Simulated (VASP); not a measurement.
Crystal: Li2H.

```
Li H
1.0
     2.75509    0.00000    0.00000
    -1.37755    2.38598    0.00000
     0.00000    0.00000    9.34316
Li H
4 2
Direct
  0.33333 0.66667 0.39070
  0.66667 0.33333 0.89070
  0.33333 0.66667 0.10930
  0.66667 0.33333 0.60930
  0.00000 0.00000 0.25000
  0.00000 0.00000 0.75000
```

```yaml
Program: VASP 6.6.1
Task: relaxation of cell and atoms
Functional: PBE
Potentials_or_basis: VASP PAW PBE potentials, release 64 (Li_sv, H)
Cutoff: 600 eV
k_mesh: 9 × 9 × 2
Occupations: gaussian, width 0.1 eV
Spin: no spin polarisation
```

At the start: pressure 3.8 GPa; volume 10.24 Å³/atom.

Question: Where does the relaxation end?

Answer: Over 7 steps the energy falls by 91.1 meV/atom and the volume is 11.54 Å³/atom (+12.7 %); space group P6_3/mmc (No. 194, to 0.05 Å).

Step by step:
| step | energy change (eV) | largest force (eV/Å) | pressure (GPa) | volume (Å³) |
| --- | --- | --- | --- | --- |
| 1 | 0.0000 | 1.2604 | 3.81 | 61.42 |
| 2 | -0.3098 | 0.7570 | 2.35 | 63.60 |
| 3 | -0.5219 | 0.0896 | 0.93 | 66.96 |
| 4 | -0.5329 | 0.0734 | 0.67 | 67.90 |
| 5 | -0.5330 | 0.0984 | 0.64 | 68.04 |
| 6 | -0.5449 | 0.0345 | 0.32 | 68.77 |
| 7 | -0.5468 | 0.0045 | 0.12 | 69.23 |

Final structure:
```
CELL_PARAMETERS angstrom
2.79874 0.00000 0.00000
-1.39937 2.42378 0.00000
0.00000 0.00000 10.20576
ATOMIC_POSITIONS crystal
Li 0.33333 0.66667 0.37232
Li 0.66667 0.33333 0.87232
Li 0.33333 0.66667 0.12768
Li 0.66667 0.33333 0.62768
H 0.00000 0.00000 0.25000
H 0.00000 0.00000 0.75000
```

Caveat: the cutoff is under 1.25 times the usual one of these potentials, so pressure, stress and relaxed cells hold a basis-set (Pulay) error.
